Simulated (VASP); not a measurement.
Wanted: the native input for a VASP 6.6.1 run.

| Quantity | Value |
| --- | --- |
| Task | single point |
| Functional | PBE |
| Potentials or basis | VASP PAW PBE potentials, release 64 (Fe) |
| Cutoff | 520 eV |
| k mesh | 15 × 15 × 15 |
| Occupations | fermi-dirac, width 0.05 eV |
| Spin | collinear spin, ferromagnetic start |
| Starting moments | [2.5] μB |
| Dipole correction | no |
| Further INCAR settings | ALGO = Normal; EDIFF = 1e-06; NBANDS = 14 |

The structure of Fe lies in POSCAR:

```
Fe
1.0
   -1.4163059769      1.4163059769      1.4163059769
    1.4163059769     -1.4163059769      1.4163059769
    1.4163059769      1.4163059769     -1.4163059769
Fe
1
Direct
    0.0000000000      0.0000000000      0.0000000000
```

One way to write it, as run:

INCAR

```
PREC = Accurate ; ENCUT = 520
EDIFF = 1E-6 ; ISMEAR = -1
SIGMA = 0.05 ; LREAL = False
LASPH = True ; NELM = 150
ALGO = Normal ; ISIF = 2
LWAVE = False ; LCHARG = False
ISPIN = 2 ; MAGMOM = 2.5
LORBIT = 11 ; LMAXMIX = 4
GGA = PE ; NBANDS = 14
```

KPOINTS

```
regular mesh
0
Gamma
  15 15 15
```

Potentials or basis: VASP PAW PBE potentials, release 64 (Fe).

Run with:

```console
$ cat potpaw_PBE.64/Fe/POTCAR > POTCAR
$ mpirun -np 1 vasp_std > vasp.out
```

It gave:

```json
{"Pressure": "0.0 GPa", "Net moment": "2.19 μB per cell", "Site moments": "Fe +2.19 μB", "Valence electrons inside the program's atomic spheres": "Fe 7.27"}
```

Wall time 51 s on 1 thread of AMD EPYC 7R13, on a shared host, peak memory 0.11 GiB.
